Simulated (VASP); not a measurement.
# Al (Fm-3m) in VASP: settings compared, part 2 of 2

VASP 6.6.1. Earlier steps stand in the parts before.

## 3. Single point, BLYP+D3(BJ)

This run uses another cell than the first one, of 16.60 Å³/atom, 1.020 times its volume.

INCAR reads:

```
SYSTEM = Al
AGGAC    = 1.0          
AGGAX    = 1.0          
ALDAC    = 0.0          
ALDAX    = 1.0          
ALGO     = Normal         ! electronic algorithm
EDIFF    = 1E-7           ! SCF threshold, eV
ENCUT    = 520            ! plane-wave cutoff, eV
GGA      = B5             ! functional
ISIF     = 2              ! what is computed and relaxed
ISMEAR   = -1             ! smearing method
IVDW     = 12             ! dispersion correction
LASPH    = .True.         ! aspherical terms in the spheres
LCHARG   = .False.        ! write CHGCAR
LREAL    = .False.        ! projectors in reciprocal space
LWAVE    = .False.        ! write WAVECAR
NBANDS   = 8              ! bands
NELM     = 80             ! most SCF steps
PREC     = Accurate       ! precision mode
SIGMA    = 0.05           ! smearing width, eV
VDW_A1   = 0.4298       
VDW_A2   = 4.2359       
VDW_S6   = 1.0          
VDW_S8   = 2.6996
```

KPOINTS reads:

```
k-points
0
Gamma
  11 11 11
  0 0 0
```

POSCAR reads:

```
Al
1.0
    0.0000000000      2.0248050000      2.0248050000
    2.0248050000      0.0000000000      2.0248050000
    2.0248050000      2.0248050000      0.0000000000
Al
1
Direct
    0.0000000000      0.0000000000      0.0000000000
```

Potentials or basis: VASP PAW PBE potentials, release 64 (Al).

Launch:

```
cat potpaw_PBE.64/Al/POTCAR > POTCAR
mpirun -np 1 vasp_std > vasp.out
```

OUTCAR:

```text
SYSTEM = Al
   EDIFF = 1E-7
   ENCUT = 520
   GGA = B5
   ISIF = 2
   ISMEAR = -1
   IVDW = 12
   LASPH = .True.
   LREAL = .False.
   NELM = 80
   PREC = Accurate
 IVDW          = 12

 ion  position               nearest neighbor table
   1  0.000  0.000  0.000-

  LATTYP: Found a face centered cubic cell.
 ALAT       =     4.0496100000

  Lattice vectors:

 A1 = (   0.0000000000,   2.0248050000,   2.0248050000)
 A2 = (   2.0248050000,   0.0000000000,   2.0248050000)
 A3 = (   2.0248050000,   2.0248050000,   0.0000000000)

Analysis of symmetry for initial positions (statically):
=====================================================================
 Subroutine PRICEL returns:
 Original cell was already a primitive cell.

 Routine SETGRP: Setting up the symmetry group for a
 face centered cubic supercell.

 Subroutine GETGRP returns: Found 48 space group operations
[... 9 lines left out ...]

 Routine SETGRP: Setting up the symmetry group for a
 face centered cubic supercell.

 Subroutine GETGRP returns: Found 48 space group operations
 (whereof 48 operations were pure point group operations)
 out of a pool of 48 trial point group operations.

The dynamic configuration has the point symmetry O_h .

 Subroutine INISYM returns: Found 48 space group operations
 (whereof 48 operations are pure point group operations),
 and found     1 'primitive' translations

----------------------------------------------------------------------------------------

                                     Primitive cell

  volume of cell :      16.6027

  direct lattice vectors                    reciprocal lattice vectors
     0.000000000  2.024805000  2.024805000    -0.246937359  0.246937359  0.246937359
     2.024805000  0.000000000  2.024805000     0.246937359 -0.246937359  0.246937359
     2.024805000  2.024805000  0.000000000     0.246937359  0.246937359 -0.246937359

  length of vectors
     2.863506692  2.863506692  2.863506692     0.427708053  0.427708053  0.427708053

  position of ions in fractional coordinates (direct lattice)
[... 99 lines left out ...]
  Fermi-wavevector in a.u.,A,eV,Ry     =   0.925526  1.748991 11.654733  0.856599
  Thomas-Fermi vector in A             =   2.051390
   LORBIT       =      0    0 simple, 1 ext, 2 COOP (PROOUT), +10 PAW based schemes
   GGA     = B5    functional components
   LHFCALC =     F    Hartree Fock is set to
   AEXX    =    0.0000 exact exchange contribution
   IVDW    =    12    specifies the selected vdW correction
   LEPSILON=     F    determine dielectric tensor
   LRPA    =     F    only Hartree local field effects (RPA)
 non-spin polarized calculation
  energy-cutoff  :      520.00
  volume of cell :       16.60
 maximum number of plane-waves:       459
 NGX is ok and might be reduce to    24
   NGX = 11   NGY = 11   NGZ = 11

 number of electron       3.0000000 magnetization

 Free energy of the ion-electron system (eV)
  ---------------------------------------------------
  ext. energy  EPLUGINS =         0.00000000
  ---------------------------------------------------
  free energy    TOTEN  =        -2.70684779 eV

  energy without entropy =       -2.70289949  energy(sigma->0) =       -2.70487364

 E-fermi :   8.4356     XC(G=0):  -9.6452

 val. band max:        8.2099805143   @ k =  -0.4545   0.4545   0.0909
 cond. band min:       8.4373322498   @ k =   0.4545   0.1818   0.0909
 fundamental gap:      0.2273517355
 Fermi energy:         8.4356269336

 k-point     1 :       0.0000    0.0000    0.0000
  band No.  band energies     occupation
      1      -2.6608      2.00000
      2      20.9546      0.00000
      3      20.9546      0.00000
      4      20.9546      0.00000
      5      22.2370      0.00000
      6      22.2370      0.00000
      7      22.2370      0.00000
      8      24.9478      0.00000
[... 243 lines left out ...]
 k-point    24 :      -0.1818    0.1818    0.0000
  band No.  band energies     occupation
      1      -0.2967      2.00000
      2      12.2118      0.00000
      3      13.6251      0.00000
      4      20.1069      0.00000
      5      22.2166      0.00000
      6      23.2555      0.00000
      7      24.3055      0.00000
      8      25.2382      0.00000

 [... further k-points ...]

------------------------ aborting loop because EDIFF is reached ----------------------------------------

 Edisp (eV)   -0.77007

 E8    (eV) :    -0.5725

  FORCE on cell =-STRESS in cart. coord.  units (eV):
  Direction    XX          YY          ZZ          XY          YZ          ZX
  --------------------------------------------------------------------------------------
  -------------------------------------------------------------------------------------
  Total      -0.47539    -0.47539    -0.47539    -0.00000    -0.00000     0.00000
  in kB     -45.87558   -45.87558   -45.87558    -0.00000    -0.00000     0.00000
  external pressure =      -45.88 kB  Pullay stress =        0.00 kB

 VOLUME and BASIS-vectors are now :
 -----------------------------------------------------------------------------
  energy-cutoff  :      520.00
  volume of cell :       16.60
      direct lattice vectors                 reciprocal lattice vectors
     0.000000000  2.024805000  2.024805000    -0.246937359  0.246937359  0.246937359
     2.024805000  0.000000000  2.024805000     0.246937359 -0.246937359  0.246937359
     2.024805000  2.024805000  0.000000000     0.246937359  0.246937359 -0.246937359

 POSITION                                       TOTAL-FORCE (eV/Angst)
 -----------------------------------------------------------------------------------
      0.00000      0.00000      0.00000         0.000000      0.000000      0.000000
 -----------------------------------------------------------------------------------
    total drift:                                0.000000     -0.000000     -0.000000

  FREE ENERGIE OF THE ION-ELECTRON SYSTEM (eV)
  ---------------------------------------------------
  free  energy   TOTEN  =        -3.4769168497 eV

  energy  without entropy=       -3.4729685455  energy(sigma->0) =       -3.47494270
```

stdout:

```text
POSCAR found type information on POSCAR Al
 POSCAR found :  1 types and       1 ions
 scaLAPACK will be used
 -----------------------------------------------------------------------------
|                                                                             |
|                                                                             |
|     You enforced a specific xc type in the INCAR file but a different       |
|     I HOPE YOU KNOW WHAT YOU ARE DOING!                                     |
|                                                                             |
 -----------------------------------------------------------------------------

 LDA part: xc-table for (Slater(with rela. corr.)+VWN5), standard interpolation
 POSCAR, INCAR and KPOINTS ok, starting setup
 FFT: planning ... GRIDC
 FFT: planning ... GRID_SOFT
 FFT: planning ... GRID
 WAVECAR not read
 entering main loop
```

It took 14 s on 1 thread of Intel Xeon 8259CL, shared host; peak memory 0.14 GiB.

Results:

```
Free energy                : -3.4769 eV
Pressure                   : -4.6 GPa
Dispersion energy per atom : -0.770 eV
```

Caveat: the PAW data sets were made with another functional, which shifts forces and pressure a little; pairwise dispersion overbinds metals, which lowers pressure and volume.

## 4. Single point, SVWN5

This run uses another cell than the first one, of 15.61 Å³/atom, 0.959 times its volume.

INCAR reads:

```
  PREC = Accurate
  ENCUT = 520
  EDIFF = 1E-6
  ISMEAR = -1
  SIGMA = 0.05
  LREAL = False
  LASPH = True
  NELM = 60
  ALGO = Fast
  ISIF = 2
  LWAVE = False
  LCHARG = False
  GGA = VW
  NBANDS = 8
```

KPOINTS reads:

```
Automatic mesh
0
Gamma
  11 11 11
```

POSCAR reads:

```
Al
1.0
    0.0000000000      1.9834708509      1.9834708509
    1.9834708509      0.0000000000      1.9834708509
    1.9834708509      1.9834708509      0.0000000000
Al
1
Direct
    0.0000000000      0.0000000000      0.0000000000
```

Potentials or basis: VASP PAW PBE potentials, release 64 (Al).

Launch:

```
cat potpaw_PBE.64/Al/POTCAR > POTCAR
mpirun -np 1 vasp_std > vasp.out
```

OUTCAR:

```text
PREC = Accurate
   ENCUT = 520
   EDIFF = 1E-6
   ISMEAR = -1
   LREAL = False
   LASPH = True
   NELM = 60
   ISIF = 2
   GGA = VW

 ion  position               nearest neighbor table
   1  0.000  0.000  0.000-

  LATTYP: Found a face centered cubic cell.
 ALAT       =     3.9669417018

  Lattice vectors:

 A1 = (   0.0000000000,   1.9834708509,   1.9834708509)
 A2 = (   1.9834708509,   0.0000000000,   1.9834708509)
[... 191 lines left out ...]
      8      25.4120      0.00000
[... 243 lines left out ...]
 k-point    24 :      -0.1818    0.1818    0.0000
  band No.  band energies     occupation
      1      -0.6358      2.00000
      2      12.3173      0.00000
      3      13.8952      0.00000
      4      20.6546      0.00000
      5      22.7578      0.00000
      6      23.7383      0.00000
      7      25.0114      0.00000
      8      25.9963      0.00000

 [... further k-points ...]
[... 5 lines left out ...]
  --------------------------------------------------------------------------------------
  -------------------------------------------------------------------------------------
  Total        0.1598131      0.1598131      0.1598131     -0.0000000     -0.0000000     -0.0000000
  in kB       16.4064867     16.4064867     16.4064867     -0.0000000     -0.0000000     -0.0000000
  external PRESSURE =      16.4064867 kB  Pullay stress =       0.0000000 kB

 VOLUME and BASIS-vectors are now :
 -----------------------------------------------------------------------------
  energy-cutoff  :      520.00
  volume of cell :       15.61
      direct lattice vectors                 reciprocal lattice vectors
     0.000000000  1.983470851  1.983470851    -0.252083362  0.252083362  0.252083362
     1.983470851  0.000000000  1.983470851     0.252083362 -0.252083362  0.252083362
     1.983470851  1.983470851  0.000000000     0.252083362  0.252083362 -0.252083362

 POSITION                                       TOTAL-FORCE (eV/Angst)
 -----------------------------------------------------------------------------------
      0.00000      0.00000      0.00000         0.000000      0.000000      0.000000
 -----------------------------------------------------------------------------------
    total drift:                               -0.000000      0.000000      0.000000

  FREE ENERGIE OF THE ION-ELECTRON SYSTEM (eV)
  ---------------------------------------------------
  free  energy   TOTEN  =        -4.1784405753 eV

  energy  without entropy=       -4.1745084575  energy(sigma->0) =       -4.17647452
```

stdout:

```text
POSCAR found type information on POSCAR Al
 POSCAR found :  1 types and       1 ions
 scaLAPACK will be used
 -----------------------------------------------------------------------------
|                                                                             |
|                                                                             |
|     You enforced a specific xc type in the INCAR file but a different       |
|     I HOPE YOU KNOW WHAT YOU ARE DOING!                                     |
|                                                                             |
 -----------------------------------------------------------------------------

 LDA part: xc-table for (Slater(with rela. corr.)+VWN5), standard interpolation
 POSCAR, INCAR and KPOINTS ok, starting setup
 FFT: planning ... GRIDC
 FFT: planning ... GRID_SOFT
 FFT: planning ... GRID
 WAVECAR not read
 entering main loop
```

Wall time 8.6 s (1 thread of Intel Xeon 8259CL, shared host); peak memory 0.12 GiB.

What came out:

| Quantity | Value |
| --- | --- |
| Free energy | -4.1784 eV |
| Pressure | 1.6 GPa |

Caveat: the PAW data sets were made with another functional, which shifts forces and pressure a little.

## 5. Single point, SVWN5

This run uses another cell than the first one, of 15.94 Å³/atom, 0.980 times its volume.

INCAR reads:

```
SYSTEM = Al
PREC = Accurate ; ENCUT = 520
EDIFF = 1E-7 ; ISMEAR = -1
SIGMA = 0.05 ; LREAL = .FALSE.
LASPH = .TRUE. ; NELM = 60
ALGO = Normal ; ISIF = 2
LWAVE = .FALSE. ; LCHARG = .FALSE.
GGA = VW ; NBANDS = 8
```

KPOINTS reads:

```
regular mesh
0
G
  11 11 11
  0 0 0
```

POSCAR reads:

```
Al
1.0
    0.0000000000      1.9974394157      1.9974394157
    1.9974394157      0.0000000000      1.9974394157
    1.9974394157      1.9974394157      0.0000000000
Al
1
Direct
    0.0000000000      0.0000000000      0.0000000000
```

Launch:

```
cat potpaw_PBE.64/Al/POTCAR > POTCAR
mpirun -np 1 vasp_std > vasp.out
```

Wall time 8.6 s (1 thread of Intel Xeon 8259CL, shared host); peak memory 0.12 GiB.

It converged, with:

- Free energy: -4.1799 eV
- Pressure: -0.2 GPa

Levels at points of the mesh, in eV from the Fermi level:
```csv
k point,band 1,band 2,band 3,band 4,band 5
"(0.00, 0.00, 0.00)",-11.36,12.80,12.80,12.80,14.36
```

Caveat: the PAW data sets were made with another functional, which shifts forces and pressure a little.

## 6. Summary

```csv
level,cell,gap on the mesh (eV),pressure (GPa)
BLYP+D3(BJ),"a = 2.844 Å, angles 60.0°, 1 atom",none,-3.3
BLYP+D3(BJ),"a = 2.864 Å, angles 60.0°, 1 atom",none,-4.6
SVWN5,"a = 2.805 Å, angles 60.0°, 1 atom",none,1.6
SVWN5,"a = 2.825 Å, angles 60.0°, 1 atom",none,-0.2
```

Alike in all rows: task single point; potentials or basis VASP PAW PBE potentials, release 64 (Al); no spin polarisation; k mesh 11 × 11 × 11; cutoff (eV) 520; smearing fermi-dirac 0.05 eV.

Caveats: the PAW data sets were made with another functional, which shifts forces and pressure a little; pairwise dispersion overbinds metals, which lowers pressure and volume (some runs).

Absolute energies hang on the potentials; compare differences alone.
